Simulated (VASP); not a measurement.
Write the native input for VASP 6.6.1 that does the following.

| Property | Result |
| --- | --- |
| Task | single point |
| Functional | PBE |
| Potentials or basis | VASP PAW PBE potentials, release 64 (V_sv) |
| Cutoff | 520 eV |
| k mesh | 15 × 15 × 15 |
| Occupations | fermi-dirac, width 0.1 eV |
| Spin | no spin polarisation |
| Dipole correction | no |
| Further INCAR settings | ALGO = Normal; EDIFF = 1e-07; NBANDS = 12 |

The structure of V lies in POSCAR:

```
V
1.0
   -1.4991761207      1.4991761207      1.4991761207
    1.4991761207     -1.4991761207      1.4991761207
    1.4991761207      1.4991761207     -1.4991761207
V
1
Direct
    0.0000000000      0.0000000000      0.0000000000
```

The input as run:

INCAR

```
SYSTEM = V
  ALGO = Normal
  EDIFF = 1E-7
  ENCUT = 520
  GGA = PE
  ISIF = 2
  ISMEAR = -1
  LASPH = .True.
  LCHARG = .False.
  LREAL = .False.
  LWAVE = .False.
  NBANDS = 12
  NELM = 60
  PREC = Accurate
  SIGMA = 0.1
```

KPOINTS

```
k-points
0
Gamma
  15 15 15
  0 0 0
```

Potentials or basis: VASP PAW PBE potentials, release 64 (V_sv).

Command:

```console
$ cat potpaw_PBE.64/V_sv/POTCAR > POTCAR
$ mpirun -np 1 vasp_std > vasp.out
```

Results of the run:

```yaml
Pressure: 0.2 GPa
```

Wall time 24 s on 1 thread of AMD EPYC 7R43 64-Core Processor (Zen 3), on a shared host, peak memory 0.1 GiB.
